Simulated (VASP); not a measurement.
# ZnCd2S3 (P4mm) in VASP: single point with PBE

Aim: the single point of ZnCd2S3 with PBE.

Everything below comes from runs of VASP 6.6.1. Logs are shortened: lines on timing, memory, paths and dates and some standing lists are left out, and cuts for length are marked.

**1. The cell of the first run**

It takes space group P4mm (No. 99, tetragonal). The conventional cell has a = 4.855 Å, b = 4.855 Å, c = 6.458 Å, α = 90.00°, β = 90.00°, γ = 90.00°. Zn (site symmetry 4mm) has 5 S at 2.44 to 2.47 Å within 3.2 Å. Cd (site symmetry 2mm) has 3 S at 2.42 to 2.67 Å within 3.2 Å. Within 3.2 Å of S (site symmetry 2mm) lie 1 Cd at 2.42 Å and 2 Zn at 2.47 Å. Within 3.2 Å of S (site symmetry 4mm) lie 1 Zn at 2.44 Å and 4 Cd at 2.67 Å.

**2. Single point, PBE**

Contents of POSCAR:

```
ZnCd2S3
1.0
    4.8545922169      0.0000000000      0.0000000000
    0.0000000000      4.8545922169      0.0000000000
    0.0000000000      0.0000000000      6.4583004900
Zn Cd S
1 2 3
Direct
    0.0000000000      0.0000000000      0.8715653998
    0.0000000000      0.5000000000      0.3196293818
    0.5000000000      0.0000000000      0.3196293818
    0.0000000000      0.5000000000      0.9453839893
    0.5000000000      0.0000000000      0.9453839893
    0.0000000000      0.0000000000      0.4931352681
```

Contents of INCAR.step1:

```
PREC = Accurate
ENCUT = 400
EDIFF = 1E-6
ISMEAR = 0
SIGMA = 0.1
LREAL = False
LASPH = True
NELM = 120
ALGO = Normal
ISIF = 2
LWAVE = False
LCHARG = True
GGA = PE
NBANDS = 36
GGA_COMPAT = False
NEDOS = 2001
LORBIT = 11
```

Contents of KPOINTS.step1:

```
Automatic mesh
0
Gamma
  8 8 6
```

Contents of INCAR.step2:

```
PREC = Accurate
ENCUT = 400
EDIFF = 1E-6
ISMEAR = -5
SIGMA = 0.1
LREAL = False
LASPH = True
NELM = 120
ALGO = Normal
ISIF = 2
LWAVE = False
LCHARG = False
GGA = PE
LORBIT = 11
NBANDS = 36
NEDOS = 2001
ICHARG = 11
GGA_COMPAT = False
```

Contents of KPOINTS.step2:

```
Automatic mesh
0
Gamma
  12 12 9
```

Potentials or basis: VASP PAW PBE potentials, release 64 (Zn, Cd, S).

Started as:

```sh
$ cat potpaw_PBE.64/Zn/POTCAR potpaw_PBE.64/Cd/POTCAR potpaw_PBE.64/S/POTCAR > POTCAR
$ cp INCAR.step1 INCAR
$ cp KPOINTS.step1 KPOINTS
$ mpirun -np 1 vasp_std > vasp.out
$ cp INCAR.step2 INCAR
$ cp KPOINTS.step2 KPOINTS
$ mpirun -np 1 vasp_std > vasp.out
```

OUTCAR:

```text
PREC = Accurate
   ENCUT = 400
   EDIFF = 1E-6
   ISMEAR = -5
   LREAL = False
   LASPH = True
   NELM = 120
   ISIF = 2
   GGA = PE
   LORBIT = 11
   ICHARG = 11

 ion  position               nearest neighbor table
   1  0.000  0.000  0.872-   6 2.44   5 2.47   4 2.47   4 2.47   5 2.47
   2  0.000  0.500  0.320-   4 2.42   6 2.67   6 2.67   3 3.43   3 3.43   3 3.43   3 3.43
   3  0.500  0.000  0.320-   5 2.42   6 2.67   6 2.67   2 3.43   2 3.43   2 3.43   2 3.43
   4  0.000  0.500  0.945-   2 2.42   1 2.47   1 2.47
   5  0.500  0.000  0.945-   3 2.42   1 2.47   1 2.47
   6  0.000  0.000  0.493-   1 2.44   2 2.67   3 2.67   2 2.67   3 2.67

  LATTYP: Found a simple tetragonal cell.
 ALAT       =     4.8545922169
 C/A-ratio  =     1.3303487093

  Lattice vectors:

 A1 = (   4.8545922169,   0.0000000000,   0.0000000000)
 A2 = (   0.0000000000,   4.8545922169,   0.0000000000)
 A3 = (   0.0000000000,   0.0000000000,   6.4583004900)

Analysis of symmetry for initial positions (statically):
=====================================================================
 Subroutine PRICEL returns:
 Original cell was already a primitive cell.

 Routine SETGRP: Setting up the symmetry group for a
 simple tetragonal supercell.

 Subroutine GETGRP returns: Found  8 space group operations
 (whereof  8 operations were pure point group operations)
 out of a pool of 16 trial point group operations.

The static configuration has the point symmetry C_4v.

Analysis of symmetry for dynamics (positions and initial velocities):
=====================================================================
 Subroutine PRICEL returns:
 Original cell was already a primitive cell.

 Routine SETGRP: Setting up the symmetry group for a
 simple tetragonal supercell.

 Subroutine GETGRP returns: Found  8 space group operations
 (whereof  8 operations were pure point group operations)
 out of a pool of 16 trial point group operations.

The dynamic configuration has the point symmetry C_4v.

 Subroutine INISYM returns: Found  8 space group operations
 (whereof  8 operations are pure point group operations),
 and found     1 'primitive' translations

----------------------------------------------------------------------------------------

                                     Primitive cell

  volume of cell :     152.2032

  direct lattice vectors                    reciprocal lattice vectors
     4.854592217  0.000000000  0.000000000     0.205990525  0.000000000  0.000000000
     0.000000000  4.854592217  0.000000000     0.000000000  0.205990525  0.000000000
     0.000000000  0.000000000  6.458300490     0.000000000  0.000000000  0.154839497

  length of vectors
     4.854592217  4.854592217  6.458300490     0.205990525  0.205990525  0.154839497

  position of ions in fractional coordinates (direct lattice)
     0.000000000  0.000000000  0.871565400
     0.000000000  0.500000000  0.319629382
     0.500000000  0.000000000  0.319629382
     0.000000000  0.500000000  0.945383989
     0.500000000  0.000000000  0.945383989
     0.000000000  0.000000000  0.493135268

  ion indices of the primitive-cell ions
   primitive index   ion index
                 1           1
                 2           2
                 3           3
                 4           4
                 5           5
                 6           6

----------------------------------------------------------------------------------------

 KPOINTS: Automatic mesh

Automatic generation of k-mesh.
 Grid dimensions read from file:
 generate k-points for:   12   12    9

 Generating k-lattice:

  Cartesian coordinates                     Fractional coordinates (reciprocal lattice)
     0.017165877  0.000000000  0.000000000     0.083333333  0.000000000  0.000000000
     0.000000000  0.017165877  0.000000000     0.000000000  0.083333333  0.000000000
     0.000000000  0.000000000  0.017204389     0.000000000  0.000000000  0.111111111

  Length of vectors
     0.017165877  0.017165877  0.017204389

  Shift w.r.t. Gamma in fractional coordinates (k-lattice)
     0.000000000  0.000000000  0.000000000

 TETIRR: Found   1950 inequivalent tetrahedra from     7776

 Subroutine IBZKPT returns following result:
 ===========================================

 Found    140 irreducible k-points:

 Following reciprocal coordinates:
            Coordinates               Weight
  0.000000  0.000000  0.000000      1.000000
  0.083333  0.000000  0.000000      4.000000
  0.166667  0.000000  0.000000      4.000000
  0.250000  0.000000  0.000000      4.000000
  0.333333  0.000000  0.000000      4.000000
  0.416667  0.000000  0.000000      4.000000
[... 16 lines left out ...]
  0.333333  0.333333  0.000000      4.000000
  0.416667  0.333333  0.000000      8.000000
 [... further k-points ...]
   k-points           NKPTS =    140   k-points in BZ     NKDIM =    140   number of bands    NBANDS=     36
   number of dos      NEDOS =   2001   number of ions     NIONS =      6
   total plane-waves  NPLWV =  43008
   dimension x,y,z NGX =    32 NGY =   32 NGZ =   42
   dimension x,y,z NGXF=    64 NGYF=   64 NGZF=   84
   ions per type =               1   2   3
   NGX,Y,Z   is equivalent  to a cutoff of  10.96, 10.96, 10.81 a.u.
   NGXF,Y,Z  is equivalent  to a cutoff of  21.92, 21.92, 21.62 a.u.
 SYSTEM =  unknown system
   PREC   = accura    normal or accurate (medium, high low for compatibility)
   ISTART =      0    job   : 0-new  1-cont  2-samecut
   ICHARG =     11    charge: 1-file 2-atom 10-const
   ISPIN  =      1    spin polarized calculation?
   LNONCOLLINEAR =      F non collinear calculations
   LSORBIT =      F    spin-orbit coupling
   LASPH  =      T    aspherical Exc in radial PAW
   ENCUT  =  400.0 eV  29.40 Ry    5.42 a.u.   7.92  7.92 10.53*2*pi/ulx,y,z
   NELM   =    120;   NELMIN=  2; NELMDL=  0     # of ELM steps
   EDIFF  = 0.1E-05   stopping-criterion for ELM
   LREAL  =      F    real-space projection
   EDIFFG = 0.1E-04   stopping-criterion for IOM
   NSW    =      0    number of steps for IOM
   IBRION =     -1    ionic relax: 0-MD 1-quasi-New 2-CG
   NFREE  =      0    steps in history (QN), initial steepest desc. (CG)
   ISIF   =      2    stress and relaxation
   ISYM   =      2    0-nonsym 1-usesym 2-fastsym
   POTIM  = 0.5000    time-step for ionic-motion
   TEBEG  =    0.0;   TEEND  =   0.0 temperature during run
   PSTRESS=    0.0 pullay stress
   NELECT =      54.0000    total number of electrons
   NUPDOWN=      -1.0000    fix difference up-down
   EMIN   =  10.00;   EMAX   =-10.00  energy-range for DOS
   EFERMI =   0.00;   METHOD = LEGACY
   ISMEAR =    -5;   SIGMA  =   0.10  broadening in eV -4-tet -1-fermi 0-gaus
   EFERMI_NEDOS =   21; number of points for ismear=-14 and -15
   IALGO  =     38    algorithm
   IMIX   =      4    mixing-type and parameters
     AMIX     =   0.40;   BMIX     =  1.00
     AMIX_MAG =   1.60;   BMIX_MAG =  1.00
  volume/ion in A,a.u.               =      25.37       171.19
  Fermi-wavevector in a.u.,A,eV,Ry     =   1.158950  2.190099 18.274882  1.343166
  Thomas-Fermi vector in A             =   2.295548
   LORBIT       =     11    0 simple, 1 ext, 2 COOP (PROOUT), +10 PAW based schemes
   GGA     = PE    functional components
   LHFCALC =     F    Hartree Fock is set to
   AEXX    =    0.0000 exact exchange contribution
   IVDW    =     0    specifies the selected vdW correction
   LEPSILON=     F    determine dielectric tensor
   LRPA    =     F    only Hartree local field effects (RPA)
 non-spin polarized calculation
 Fermi weights with tetrahedron method with Bloechl corrections
  energy-cutoff  :      400.00
  volume of cell :      152.20
 maximum number of plane-waves:      2788
 NGX is ok and might be reduce to    32

 number of electron      53.9999997 magnetization

 Free energy of the ion-electron system (eV)
  ---------------------------------------------------
  ext. energy  EPLUGINS =         0.00000000
  ---------------------------------------------------
  free energy    TOTEN  =       -15.72035926 eV

  energy without entropy =      -15.72035926  energy(sigma->0) =      -15.72035926

 E-fermi :   2.0506     XC(G=0):  -8.9066

 val. band max:        2.0964547993   @ k =   0.5000   0.5000   0.1111
 cond. band min:       2.0119365221   @ k =   0.4167   0.4167   0.3333
 fundamental gap:     -0.0845182772
 Fermi energy:         2.0505637371

 k-point     1 :       0.0000    0.0000    0.0000
  band No.  band energies     occupation
      1     -11.8114      2.00000
      2     -10.7700      2.00000
      3      -9.7647      2.00000
      4      -7.3553      2.00000
      5      -7.1781      2.00000
      6      -7.1781      2.00000
[... 28 lines left out ...]
     35       8.4627      0.00000
     36       8.4800      0.00000

 k-point     2 :       0.0833    0.0000    0.0000
  band No.  band energies     occupation
      1     -11.8010      2.00000
      2     -10.7537      2.00000
      3      -9.7800      2.00000
      4      -7.3473      2.00000
      5      -7.1893      2.00000
      6      -7.1742      2.00000
[... 28 lines left out ...]
     35       8.2294      0.00000
     36       8.7946      0.00000
[... 817 lines left out ...]
     35       8.5287      0.00000
     36       9.1045      0.00000

 k-point    24 :       0.4167    0.3333    0.0000
  band No.  band energies     occupation
      1     -11.5583      2.00000
      2     -10.2740      2.00000
      3     -10.1292      2.00000
      4      -7.3116      2.00000
      5      -7.2310      2.00000
      6      -7.1149      2.00000
[... 28 lines left out ...]
     35       8.3060      0.00000
     36       8.7199      0.00000

 [... further k-points ...]

------------------------ aborting loop because EDIFF is reached ----------------------------------------

  FORCE on cell =-STRESS in cart. coord.  units (eV):
  Direction    XX          YY          ZZ          XY          YZ          ZX
  --------------------------------------------------------------------------------------
  -------------------------------------------------------------------------------------
  Total        0.0158043      0.0158043      0.1233060      0.0000000      0.0000000      0.0000000
  in kB        0.1663655      0.1663655      1.2979888      0.0000000      0.0000000      0.0000000
  external PRESSURE =       0.5435733 kB  Pullay stress =       0.0000000 kB

 VOLUME and BASIS-vectors are now :
 -----------------------------------------------------------------------------
  energy-cutoff  :      400.00
  volume of cell :      152.20
      direct lattice vectors                 reciprocal lattice vectors
     4.854592217  0.000000000  0.000000000     0.205990525  0.000000000  0.000000000
     0.000000000  4.854592217  0.000000000     0.000000000  0.205990525  0.000000000
     0.000000000  0.000000000  6.458300490     0.000000000  0.000000000  0.154839497

 POSITION                                       TOTAL-FORCE (eV/Angst)
 -----------------------------------------------------------------------------------
      0.00000      0.00000      5.62883        -0.000000     -0.000000      0.012367
      0.00000      2.42730      2.06426         0.000000      0.000000      0.033545
      2.42730      0.00000      2.06426         0.000000      0.000000      0.033545
      0.00000      2.42730      6.10557         0.000000     -0.000000     -0.054709
      2.42730      0.00000      6.10557         0.000000     -0.000000     -0.054709
      0.00000      0.00000      3.18482         0.000000     -0.000000      0.029961
 -----------------------------------------------------------------------------------
    total drift:                                0.000000     -0.000000     -0.003220

  FREE ENERGIE OF THE ION-ELECTRON SYSTEM (eV)
  ---------------------------------------------------
  free  energy   TOTEN  =       -15.7203592595 eV

  energy  without entropy=      -15.7203592595  energy(sigma->0) =      -15.72035926

 total charge

# of ion       s       p       d       tot
------------------------------------------
    1        0.480   0.382   9.799  10.661
    2        0.481   0.249   9.539  10.269
    3        0.481   0.249   9.539  10.269
    4        1.353   2.320   0.000   3.674
    5        1.353   2.320   0.000   3.674
    6        1.358   2.315   0.000   3.673
--------------------------------------------------
tot          5.506   7.836  28.878  42.219
```

Run time: 13 min. Hardware: 1 thread of Oxide Virtual Turin-like, shared host; peak memory 0.49 GiB.

Results:

```yaml
Valence_electrons_inside_the_program's_atomic_spheres: Zn 10.66; Cd 10.27; S 3.67
```
